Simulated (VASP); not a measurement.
# GeN (Cmmm) in VASP: notebook, part 2 of 3

VASP 6.6.1. Earlier steps stand in the parts before.

### 3 Single point, PBE

This run uses another cell than the first one, of 18.45 Å³/atom, 0.996 times its volume.

Contents of INCAR:

```
SYSTEM = GeN
PREC     = Accurate       ! precision mode
ENCUT    = 520            ! plane-wave cutoff, eV
EDIFF    = 1E-7           ! SCF threshold, eV
ISMEAR   = 0              ! smearing method
SIGMA    = 0.1            ! smearing width, eV
LREAL    = .False.        ! projectors in reciprocal space
LASPH    = .True.         ! aspherical terms in the spheres
NELM     = 100            ! most SCF steps
ALGO     = Normal         ! electronic algorithm
ISIF     = 2              ! what is computed and relaxed
LWAVE    = .False.        ! write WAVECAR
LCHARG   = .True.         ! write CHGCAR
GGA      = PE             ! functional
LELF     = .True.         ! ELF
LVHAR    = .True.       
NBANDS   = 27             ! bands
```

Contents of KPOINTS:

```
regular mesh
0
Gamma
  6 6 6
  0 0 0
```

Contents of POSCAR:

```
GeN
1.0
    2.7622940762     -4.3551221361      0.0000000000
    2.7622940762      4.3551221361      0.0000000000
    0.0000000000      0.0000000000      3.0671043500
Ge N
2 2
Direct
    0.2154888672      0.7845111328      0.0000000000
    0.7845111328      0.2154888672      0.0000000000
    0.0766262687      0.9233737313      0.5000000000
    0.9233737313      0.0766262687      0.5000000000
```

Potentials or basis: VASP PAW PBE potentials, release 64 (Ge_d, N).

On the command line:

```console
> cat potpaw_PBE.64/Ge_d/POTCAR potpaw_PBE.64/N/POTCAR > POTCAR
> mpirun -np 1 vasp_std > vasp.out
```

OUTCAR:

```text
SYSTEM = GeN
   PREC = Accurate
   ENCUT = 520
   EDIFF = 1E-7
   ISMEAR = 0
   LREAL = .False.
   LASPH = .True.
   NELM = 100
   ISIF = 2
   GGA = PE

 ion  position               nearest neighbor table
   1  0.215  0.785  0.000-   3 1.95   3 1.95   2 2.83   2 2.83
   2  0.785  0.215  0.000-   4 1.95   4 1.95   1 2.83   1 2.83
   3  0.077  0.923  0.500-   4 1.33   1 1.95   1 1.95
   4  0.923  0.077  0.500-   3 1.33   2 1.95   2 1.95

  LATTYP: Found a base centered orthorhombic cell.
 ALAT       =     5.5245881524
 B/A-ratio  =     1.5766323266
 C/A-ratio  =     0.5551733931

  Lattice vectors:

 A1 = (   2.7622940762,  -4.3551221361,   0.0000000000)
 A2 = (   2.7622940762,   4.3551221361,   0.0000000000)
 A3 = (   0.0000000000,   0.0000000000,   3.0671043500)

Analysis of symmetry for initial positions (statically):
=====================================================================
 Subroutine PRICEL returns:
 Original cell was already a primitive cell.

 Routine SETGRP: Setting up the symmetry group for a
 base centered orthorhombic supercell.

 Subroutine GETGRP returns: Found  8 space group operations
 (whereof  8 operations were pure point group operations)
 out of a pool of  8 trial point group operations.

The static configuration has the point symmetry D_2h.

Analysis of symmetry for dynamics (positions and initial velocities):
=====================================================================
 Subroutine PRICEL returns:
 Original cell was already a primitive cell.

 Routine SETGRP: Setting up the symmetry group for a
 base centered orthorhombic supercell.

 Subroutine GETGRP returns: Found  8 space group operations
 (whereof  8 operations were pure point group operations)
 out of a pool of  8 trial point group operations.

The dynamic configuration has the point symmetry D_2h.

 Subroutine INISYM returns: Found  8 space group operations
 (whereof  8 operations are pure point group operations),
 and found     1 'primitive' translations

----------------------------------------------------------------------------------------

                                     Primitive cell

  volume of cell :      73.7953

  direct lattice vectors                    reciprocal lattice vectors
     2.762294076 -4.355122136  0.000000000     0.181008968 -0.114807343  0.000000000
     2.762294076  4.355122136  0.000000000     0.181008968  0.114807343  0.000000000
     0.000000000  0.000000000  3.067104350     0.000000000  0.000000000  0.326040423

  length of vectors
     5.157262586  5.157262586  3.067104350     0.214347784  0.214347784  0.326040423

  position of ions in fractional coordinates (direct lattice)
     0.215488867  0.784511133  0.000000000
     0.784511133  0.215488867  0.000000000
     0.076626269  0.923373731  0.500000000
     0.923373731  0.076626269  0.500000000

  ion indices of the primitive-cell ions
   primitive index   ion index
                 1           1
                 2           2
                 3           3
                 4           4

----------------------------------------------------------------------------------------

 KPOINTS: regular mesh

Automatic generation of k-mesh.
 Grid dimensions read from file:
 generate k-points for:    6    6    6

 Generating k-lattice:

  Cartesian coordinates                     Fractional coordinates (reciprocal lattice)
     0.030168161 -0.019134557  0.000000000     0.166666667  0.000000000  0.000000000
     0.030168161  0.019134557  0.000000000     0.000000000  0.166666667  0.000000000
     0.000000000  0.000000000  0.054340071     0.000000000  0.000000000  0.166666667

  Length of vectors
     0.035724631  0.035724631  0.054340071

  Shift w.r.t. Gamma in fractional coordinates (k-lattice)
     0.000000000  0.000000000  0.000000000

 Subroutine IBZKPT returns following result:
 ===========================================

 Found     52 irreducible k-points:

 Following reciprocal coordinates:
            Coordinates               Weight
  0.000000  0.000000  0.000000      1.000000
  0.166667  0.000000  0.000000      4.000000
  0.333333 -0.000000  0.000000      4.000000
  0.500000  0.000000  0.000000      2.000000
  0.166667  0.166667  0.000000      2.000000
  0.333333  0.166667  0.000000      4.000000
[... 16 lines left out ...]
  0.333333  0.333333  0.166667      4.000000
  0.500000  0.333333  0.166667      8.000000
 [... further k-points ...]
   k-points           NKPTS =     52   k-points in BZ     NKDIM =     52   number of bands    NBANDS=     27
   number of dos      NEDOS =    301   number of ions     NIONS =      4
   total plane-waves  NPLWV =  38400
   dimension x,y,z NGX =    40 NGY =   40 NGZ =   24
   dimension x,y,z NGXF=    80 NGYF=   80 NGZF=   48
   ions per type =               2   2
   NGX,Y,Z   is equivalent  to a cutoff of  12.89, 12.89, 13.01 a.u.
   NGXF,Y,Z  is equivalent  to a cutoff of  25.79, 25.79, 26.02 a.u.
 SYSTEM =  GeN
   PREC   = accura    normal or accurate (medium, high low for compatibility)
   ISTART =      0    job   : 0-new  1-cont  2-samecut
   ICHARG =      2    charge: 1-file 2-atom 10-const
   ISPIN  =      1    spin polarized calculation?
   LNONCOLLINEAR =      F non collinear calculations
   LSORBIT =      F    spin-orbit coupling
   LASPH  =      T    aspherical Exc in radial PAW
   ENCUT  =  520.0 eV  38.22 Ry    6.18 a.u.   9.59  9.59  5.70*2*pi/ulx,y,z
   NELM   =    100;   NELMIN=  2; NELMDL= -5     # of ELM steps
   EDIFF  = 0.1E-06   stopping-criterion for ELM
   LREAL  =      F    real-space projection
   EDIFFG = 0.1E-05   stopping-criterion for IOM
   NSW    =      0    number of steps for IOM
   IBRION =     -1    ionic relax: 0-MD 1-quasi-New 2-CG
   NFREE  =      0    steps in history (QN), initial steepest desc. (CG)
   ISIF   =      2    stress and relaxation
   ISYM   =      2    0-nonsym 1-usesym 2-fastsym
   POTIM  = 0.5000    time-step for ionic-motion
   TEBEG  =    0.0;   TEEND  =   0.0 temperature during run
   PSTRESS=    0.0 pullay stress
   NELECT =      38.0000    total number of electrons
   NUPDOWN=      -1.0000    fix difference up-down
   EMIN   =  10.00;   EMAX   =-10.00  energy-range for DOS
   EFERMI =   0.00;   METHOD = LEGACY
   ISMEAR =     0;   SIGMA  =   0.10  broadening in eV -4-tet -1-fermi 0-gaus
   EFERMI_NEDOS =   21; number of points for ismear=-14 and -15
   IALGO  =     38    algorithm
   IMIX   =      4    mixing-type and parameters
     AMIX     =   0.40;   BMIX     =  1.00
     AMIX_MAG =   1.60;   BMIX_MAG =  1.00
  volume/ion in A,a.u.               =      18.45       124.50
  Fermi-wavevector in a.u.,A,eV,Ry     =   1.312179  2.479659 23.426699  1.721814
  Thomas-Fermi vector in A             =   2.442589
   LORBIT       =      0    0 simple, 1 ext, 2 COOP (PROOUT), +10 PAW based schemes
   GGA     = PE    functional components
   LHFCALC =     F    Hartree Fock is set to
   AEXX    =    0.0000 exact exchange contribution
   IVDW    =     0    specifies the selected vdW correction
   LEPSILON=     F    determine dielectric tensor
   LRPA    =     F    only Hartree local field effects (RPA)
 non-spin polarized calculation
 Gauss-broadening in eV      SIGMA  =   0.10
  energy-cutoff  :      520.00
  volume of cell :       73.80
 maximum number of plane-waves:      2004
 NGX is ok and might be reduce to    40
   NGX = 19   NGY = 19   NGZ = 11

 number of electron      37.9999996 magnetization

 Free energy of the ion-electron system (eV)
  ---------------------------------------------------
  ext. energy  EPLUGINS =         0.00000000
  ---------------------------------------------------
  free energy    TOTEN  =       -23.77582666 eV

  energy without entropy =      -23.76924439  energy(sigma->0) =      -23.77253553

 E-fermi :   3.3951     XC(G=0):  -9.0930

 val. band max:        3.3621119637   @ k =   0.1667   0.1667   0.3333
 cond. band min:       3.4140689312   @ k =   0.5000   0.3333   0.5000
 fundamental gap:      0.0519569675
 Fermi energy:         3.3950515867

 k-point     1 :       0.0000    0.0000    0.0000
  band No.  band energies     occupation
      1     -21.3796      2.00000
      2     -21.2985      2.00000
      3     -21.2378      2.00000
      4     -21.2304      2.00000
      5     -21.2270      2.00000
      6     -21.2020      2.00000
[... 709 lines left out ...]
     26      11.6008      0.00000
     27      12.6750      0.00000

 [... further k-points ...]

------------------------ aborting loop because EDIFF is reached ----------------------------------------

  FORCE on cell =-STRESS in cart. coord.  units (eV):
  Direction    XX          YY          ZZ          XY          YZ          ZX
  --------------------------------------------------------------------------------------
  -------------------------------------------------------------------------------------
  Total       -0.0027272      0.0189154     -0.1251932     -0.0000000      0.0000000      0.0000000
  in kB       -0.0592110      0.4106738     -2.7180819     -0.0000000      0.0000000      0.0000000
  external PRESSURE =      -0.7888730 kB  Pullay stress =       0.0000000 kB

 VOLUME and BASIS-vectors are now :
 -----------------------------------------------------------------------------
  energy-cutoff  :      520.00
  volume of cell :       73.80
      direct lattice vectors                 reciprocal lattice vectors
     2.762294076 -4.355122136  0.000000000     0.181008968 -0.114807343  0.000000000
     2.762294076  4.355122136  0.000000000     0.181008968  0.114807343  0.000000000
     0.000000000  0.000000000  3.067104350     0.000000000  0.000000000  0.326040423

 POSITION                                       TOTAL-FORCE (eV/Angst)
 -----------------------------------------------------------------------------------
      2.76229      2.47816      0.00000         0.000000     -0.001397      0.000000
      2.76229     -2.47816      0.00000         0.000000      0.001397      0.000000
      2.76229      3.68769      1.53355         0.000000     -0.060391      0.000000
      2.76229     -3.68769      1.53355         0.000000      0.060391     -0.000000
 -----------------------------------------------------------------------------------
    total drift:                               -0.000000     -0.000000     -0.000000

  FREE ENERGIE OF THE ION-ELECTRON SYSTEM (eV)
  ---------------------------------------------------
  free  energy   TOTEN  =       -23.7758266646 eV

  energy  without entropy=      -23.7692443900  energy(sigma->0) =      -23.77253553
```

Wall time 95 s (1 thread of Intel Xeon Platinum 8259CL at 2.50GHz (Skylake/Cascade Lake), shared host); peak memory 0.23 GiB.

What came out:

- Free energy: -23.7758 eV
- Pressure: -0.1 GPa
- Largest force: 0.060 eV/Å
- Band gap on the k mesh: zero (band 19 reaches 3.60 eV, above the bottom of band 20 at 2.73 eV)

Forces on the atoms (eV/Å):
```
Ge   0.000 -0.001  0.000
Ge   0.000  0.001  0.000
N    0.000 -0.060  0.000
N    0.000  0.060  0.000
```

Levels at points of the mesh, in eV from the Fermi level:
```
           k point  band 16  band 17  band 18  band 19  band 20  band 21  band 22  band 23
(0.00, 0.00, 0.00)    -4.25    -3.82    -3.28    -1.27     2.52     3.39     3.50     4.71
(0.50, 0.00, 0.00)    -4.47    -4.19    -1.42    -0.43     2.15     2.20     3.56     4.34
(0.50, 0.50, 0.00)    -5.68    -2.63    -1.57    -1.28    -0.66     1.93     5.35     7.48
(0.00, 0.00, 0.50)    -5.10    -4.33    -1.42    -0.36    -0.07     1.90     2.57     4.99
(0.50, 0.00, 0.50)    -5.23    -3.89    -1.82    -0.19     1.14     3.35     3.56     3.60
(0.50, 0.50, 0.50)    -5.27    -1.83    -1.73    -1.06     0.39     0.44     3.41     4.22
```

(Part 2 of 3 ends here.)
